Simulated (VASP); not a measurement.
# CoO (R-3m) in VASP: notebook, part 3 of 3

VASP 6.6.1. Earlier steps stand in the parts before.

### 6 Single point, PBEsol, collinear spin, ferromagnetic start (volume scaled by 1.04)

INCAR reads:

```
PREC = Accurate ; ENCUT = 520
EDIFF = 1E-6 ; ISMEAR = -1
SIGMA = 0.05 ; LREAL = False
LASPH = True ; NELM = 150
ALGO = Normal ; ISIF = 2
LWAVE = False ; LCHARG = True
ISPIN = 2 ; MAGMOM = 2 0
LORBIT = 11 ; LMAXMIX = 4
GGA = PS ; LELF = True
LVHAR = True ; NBANDS = 18
```

KPOINTS reads:

```
Automatic mesh
0
Gamma
  11 11 11
```

POSCAR reads:

```
CoO
1.0
    1.5252806262      0.8806211801      2.4720348897
   -1.5252806262      0.8806211801      2.4720348897
    0.0000000000     -1.7612423603      2.4720348897
Co O
1 1
Direct
    0.0000000000      0.0000000000      0.0000000000
    0.5000000000      0.5000000000      0.5000000000
```

Potentials or basis: VASP PAW PBE potentials, release 64 (Co, O).

Started as:

```sh
$ cat potpaw_PBE.64/Co/POTCAR potpaw_PBE.64/O/POTCAR > POTCAR
$ mpirun -np 1 vasp_std > vasp.out
```

OUTCAR:

```text
PREC = Accurate
   ENCUT = 520
   EDIFF = 1E-6
   ISMEAR = -1
   LREAL = False
   LASPH = True
   NELM = 150
   ISIF = 2
   ISPIN = 2
   LORBIT = 11
   GGA = PS

 ion  position               nearest neighbor table
   1  0.000  0.000  0.000-   2 2.15   2 2.15   2 2.15   2 2.15   2 2.15   2 2.15
   2  0.500  0.500  0.500-   1 2.15   1 2.15   1 2.15   1 2.15   1 2.15   1 2.15

  LATTYP: Found a trigonal (rhomboedric) cell.
 ALAT       =     3.0352810656
 COS(alpha) =     0.4949531368

  Lattice vectors:

 A1 = (   1.5252806262,   0.8806211801,   2.4720348897)
 A2 = (  -1.5252806262,   0.8806211801,   2.4720348897)
 A3 = (   0.0000000000,  -1.7612423603,   2.4720348897)

Analysis of symmetry for initial positions (statically):
=====================================================================
 Subroutine PRICEL returns:
 Original cell was already a primitive cell.

 Routine SETGRP: Setting up the symmetry group for a
 trigonal (rhombohedral) supercell.

 Subroutine GETGRP returns: Found 12 space group operations
 (whereof 12 operations were pure point group operations)
 out of a pool of 12 trial point group operations.

The static configuration has the point symmetry D_3d.

Analysis of symmetry for dynamics (positions and initial velocities):
=====================================================================
 Subroutine PRICEL returns:
 Original cell was already a primitive cell.

 Routine SETGRP: Setting up the symmetry group for a
 trigonal (rhombohedral) supercell.

 Subroutine GETGRP returns: Found 12 space group operations
 (whereof 12 operations were pure point group operations)
 out of a pool of 12 trial point group operations.

The dynamic configuration has the point symmetry D_3d.

Analysis of structural, dynamic, and magnetic symmetry:
=====================================================================
 Subroutine PRICEL returns:
 Original cell was already a primitive cell.

 Routine SETGRP: Setting up the symmetry group for a
 trigonal (rhombohedral) supercell.

 Subroutine GETGRP returns: Found 12 space group operations
 (whereof 12 operations were pure point group operations)
 out of a pool of 12 trial point group operations.

The overall configuration has the point symmetry D_3d.

 Subroutine INISYM returns: Found 12 space group operations
 (whereof 12 operations are pure point group operations),
 and found     1 'primitive' translations

----------------------------------------------------------------------------------------

                                     Primitive cell

  volume of cell :      19.9225

  direct lattice vectors                    reciprocal lattice vectors
     1.525280626  0.880621180  2.472034890     0.327808530  0.189260343  0.134841678
    -1.525280626  0.880621180  2.472034890    -0.327808530  0.189260343  0.134841678
     0.000000000 -1.761242360  2.472034890     0.000000000 -0.378520686  0.134841678

  length of vectors
     3.035281066  3.035281066  3.035281066     0.401821090  0.401821090  0.401821090

  position of ions in fractional coordinates (direct lattice)
     0.000000000  0.000000000  0.000000000
     0.500000000  0.500000000  0.500000000

  ion indices of the primitive-cell ions
[... 60 lines left out ...]
   dimension x,y,z NGX =    24 NGY =   24 NGZ =   24
   dimension x,y,z NGXF=    48 NGYF=   48 NGZF=   48
   ions per type =               1   1
   NGX,Y,Z   is equivalent  to a cutoff of  13.15, 13.15, 13.15 a.u.
   NGXF,Y,Z  is equivalent  to a cutoff of  26.29, 26.29, 26.29 a.u.
 SYSTEM =  unknown system
   PREC   = accura    normal or accurate (medium, high low for compatibility)
   ISTART =      0    job   : 0-new  1-cont  2-samecut
   ICHARG =      2    charge: 1-file 2-atom 10-const
   ISPIN  =      2    spin polarized calculation?
   LNONCOLLINEAR =      F non collinear calculations
   LSORBIT =      F    spin-orbit coupling
   LASPH  =      T    aspherical Exc in radial PAW
   ENCUT  =  520.0 eV  38.22 Ry    6.18 a.u.   5.64  5.64  5.64*2*pi/ulx,y,z
   NELM   =    150;   NELMIN=  2; NELMDL= -5     # of ELM steps
   EDIFF  = 0.1E-05   stopping-criterion for ELM
   LREAL  =      F    real-space projection
   EDIFFG = 0.1E-04   stopping-criterion for IOM
   NSW    =      0    number of steps for IOM
   IBRION =     -1    ionic relax: 0-MD 1-quasi-New 2-CG
   NFREE  =      0    steps in history (QN), initial steepest desc. (CG)
   ISIF   =      2    stress and relaxation
   ISYM   =      2    0-nonsym 1-usesym 2-fastsym
   POTIM  = 0.5000    time-step for ionic-motion
   TEBEG  =    0.0;   TEEND  =   0.0 temperature during run
   PSTRESS=    0.0 pullay stress
   NELECT =      15.0000    total number of electrons
   NUPDOWN=      -1.0000    fix difference up-down
   EMIN   =  10.00;   EMAX   =-10.00  energy-range for DOS
   EFERMI =   0.00;   METHOD = LEGACY
   ISMEAR =    -1;   SIGMA  =   0.05  broadening in eV -4-tet -1-fermi 0-gaus
   EFERMI_NEDOS =   21; number of points for ismear=-14 and -15
   IALGO  =     38    algorithm
   IMIX   =      4    mixing-type and parameters
     AMIX     =   0.40;   BMIX     =  1.00
     AMIX_MAG =   1.60;   BMIX_MAG =  1.00
  volume/ion in A,a.u.               =       9.96        67.22
  Fermi-wavevector in a.u.,A,eV,Ry     =   1.489328  2.814422 30.179052  2.218098
  Thomas-Fermi vector in A             =   2.602250
   LORBIT       =     11    0 simple, 1 ext, 2 COOP (PROOUT), +10 PAW based schemes
   GGA     = PS    functional components
   LHFCALC =     F    Hartree Fock is set to
   AEXX    =    0.0000 exact exchange contribution
   IVDW    =     0    specifies the selected vdW correction
   LEPSILON=     F    determine dielectric tensor
   LRPA    =     F    only Hartree local field effects (RPA)
 spin polarized calculation
  energy-cutoff  :      520.00
  volume of cell :       19.92
 maximum number of plane-waves:       547
   NGX = 11   NGY = 11   NGZ = 11

 number of electron      15.0000005 magnetization       2.9745395

 Free energy of the ion-electron system (eV)
  ---------------------------------------------------
  ext. energy  EPLUGINS =         0.00000000
  ---------------------------------------------------
  free energy    TOTEN  =       -13.91298948 eV

  energy without entropy =      -13.88027577  energy(sigma->0) =      -13.89663262

 E-fermi :   7.3964     XC(G=0): -12.4870

 val. band max:        7.3936090076   @ k =  -0.4545   0.3636   0.1818
 cond. band min:       7.3971961425   @ k =  -0.4545  -0.4545   0.2727
 fundamental gap:      0.0035871349
 Fermi energy:         7.3964056089

 spin component 1

 k-point     1 :       0.0000    0.0000    0.0000
  band No.  band energies     occupation
      1     -12.5531      1.00000
      2       4.1170      1.00000
      3       4.1170      1.00000
      4       4.2723      1.00000
      5       4.2723      1.00000
      6       4.2878      1.00000
[... 493 lines left out ...]
     17      34.3884      0.00000
     18      36.1927      0.00000

 [... further k-points ...]

 spin component 2

 k-point     1 :       0.0000    0.0000    0.0000
  band No.  band energies     occupation
      1     -11.9996      1.00000
      2       4.9104      1.00000
      3       4.9104      1.00000
      4       4.9619      1.00000
      5       6.3466      1.00000
      6       6.3466      1.00000
[... 493 lines left out ...]
     17      34.9971      0.00000
     18      36.7905      0.00000

 [... further k-points ...]
[... 5 lines left out ...]
  --------------------------------------------------------------------------------------
  -------------------------------------------------------------------------------------
  Total       -1.9214805     -1.9214805     -1.9415143      0.0000000      0.0000000      0.0000000
  in kB     -154.5260968   -154.5260968   -156.1372208      0.0000000      0.0000000      0.0000000
  external PRESSURE =    -155.0631381 kB  Pullay stress =       0.0000000 kB

 VOLUME and BASIS-vectors are now :
 -----------------------------------------------------------------------------
  energy-cutoff  :      520.00
  volume of cell :       19.92
      direct lattice vectors                 reciprocal lattice vectors
     1.525280626  0.880621180  2.472034890     0.327808530  0.189260343  0.134841678
    -1.525280626  0.880621180  2.472034890    -0.327808530  0.189260343  0.134841678
     0.000000000 -1.761242360  2.472034890     0.000000000 -0.378520686  0.134841678

 POSITION                                       TOTAL-FORCE (eV/Angst)
 -----------------------------------------------------------------------------------
      0.00000      0.00000      0.00000         0.000000      0.000000      0.000000
      0.00000     -0.00000      3.70805        -0.000000     -0.000000     -0.000000
 -----------------------------------------------------------------------------------
    total drift:                               -0.000000      0.000000     -0.000000

  FREE ENERGIE OF THE ION-ELECTRON SYSTEM (eV)
  ---------------------------------------------------
  free  energy   TOTEN  =       -13.9129894763 eV

  energy  without entropy=      -13.8802757654  energy(sigma->0) =      -13.89663262

 total charge

# of ion       s       p       d       tot
------------------------------------------
    1        0.289   0.341   7.120   7.751
    2        1.551   3.386   0.000   4.936
--------------------------------------------------
tot          1.840   3.727   7.120  12.687

 magnetization (x)

# of ion       s       p       d       tot
------------------------------------------
    1        0.019   0.017   2.560   2.596
    2        0.028   0.296   0.000   0.324
--------------------------------------------------
tot          0.047   0.313   2.560   2.920
```

OSZICAR:

```text
N       E                     dE             d eps       ncg     rms          rms(c)
DAV:   1     0.756062201365E+02    0.75606E+02   -0.65257E+03 10922   0.948E+02
DAV:   2    -0.114536817289E+02   -0.87060E+02   -0.75001E+02 11076   0.219E+02
DAV:   3    -0.162483813284E+02   -0.47947E+01   -0.46324E+01 12176   0.546E+01
DAV:   4    -0.162988425461E+02   -0.50461E-01   -0.50413E-01 12776   0.535E+00
DAV:   5    -0.163000413326E+02   -0.11988E-02   -0.11986E-02 12966   0.817E-01    0.162E+01
DAV:   6    -0.154721065216E+02    0.82793E+00   -0.17915E+01 13164   0.625E+01    0.212E+01
DAV:   7    -0.140547810315E+02    0.14173E+01   -0.88252E+00 12946   0.496E+01    0.808E+00
DAV:   8    -0.139325282970E+02    0.12225E+00   -0.43634E-01 14966   0.101E+01    0.379E+00
DAV:   9    -0.139431107966E+02   -0.10582E-01   -0.29658E-01 15356   0.875E+00    0.272E+00
DAV:  10    -0.139123180124E+02    0.30793E-01   -0.12799E-01 15466   0.690E+00    0.284E-01
DAV:  11    -0.139133469074E+02   -0.10289E-02   -0.12043E-02 13652   0.104E+00    0.290E-01
DAV:  12    -0.139129965701E+02    0.35034E-03   -0.78327E-04 15556   0.466E-01    0.680E-02
DAV:  13    -0.139130244728E+02   -0.27903E-04   -0.64136E-05 12736   0.720E-02    0.875E-02
DAV:  14    -0.139129903905E+02    0.34082E-04   -0.33027E-05 15174   0.953E-02    0.301E-02
DAV:  15    -0.139129894763E+02    0.91415E-06   -0.79283E-06 14426   0.401E-02
   1 F= -.13912989E+02 E0= -.13896633E+02  d E =-.327137E-01  mag=     2.9754
```

stdout:

```text
POSCAR found type information on POSCAR CoO
 POSCAR found :  2 types and       2 ions
 scaLAPACK will be used
 -----------------------------------------------------------------------------
|                                                                             |
|                                                                             |
|     You enforced a specific xc type in the INCAR file but a different       |
|     I HOPE YOU KNOW WHAT YOU ARE DOING!                                     |
|                                                                             |
 -----------------------------------------------------------------------------

 LDA part: xc-table for (Slater+PW92), standard interpolation
 POSCAR, INCAR and KPOINTS ok, starting setup
 FFT: planning ... GRIDC
 FFT: planning ... GRID_SOFT
 FFT: planning ... GRID
 WAVECAR not read
 entering main loop
```

Wall time 42 s (1 thread of Intel Xeon 6975P-C (Granite Rapids), shared host); peak memory 0.21 GiB.

What came out:

```yaml
Free_energy: -13.9130 eV
Pressure: -15.5 GPa
Band_gap_on_the_k_mesh: zero (filled and empty bands overlap)
Net_moment: 2.97 μB per cell
Site_moments: Co +2.60; O +0.32 μB
Valence_electrons_inside_the_program's_atomic_spheres: Co 7.75; O 4.94
```

Stress tensor (GPa, compression positive):
```
-15.45   0.00   0.00
  0.00 -15.45   0.00
  0.00   0.00 -15.61
```

Caveat: the PAW data sets were made with another functional, which shifts forces and pressure a little; a cell with one magnetic atom can't hold antiferromagnetic order, which such compounds often take; semilocal functionals often make such compounds metallic where correlation or magnetic order opens a gap, which also shifts bond lengths.

### 7 Summary

```csv
level,potentials or basis,cell,gap on the mesh (eV),pressure (GPa),moment (μB)
LDA,"VASP PAW LDA potentials, release 64 (Co, O)","a = 3.016 Å, angles 60.3°, 2 atoms",none,-21.7,2.79
PBEsol,"VASP PAW PBE potentials, release 64 (Co, O)","a = 3.016 Å, angles 60.3°, 2 atoms",none,-12.9,2.95
LDA,"VASP PAW LDA potentials, release 64 (Co, O)","a = 3.035 Å, angles 60.3°, 2 atoms",none,-23.8,2.85
PBEsol,"VASP PAW PBE potentials, release 64 (Co, O)","a = 3.035 Å, angles 60.3°, 2 atoms",none,-15.5,2.97
```

Alike in all rows: task single point; spin collinear, ferromagnetic start; k mesh 11 × 11 × 11; cutoff (eV) 520; smearing fermi-dirac 0.05 eV.

Caveats: a cell with one magnetic atom can't hold antiferromagnetic order, which such compounds often take; semilocal functionals often make such compounds metallic where correlation or magnetic order opens a gap, which also shifts bond lengths; the PAW data sets were made with another functional, which shifts forces and pressure a little (some runs).

Absolute energies hang on the potentials; compare differences alone.
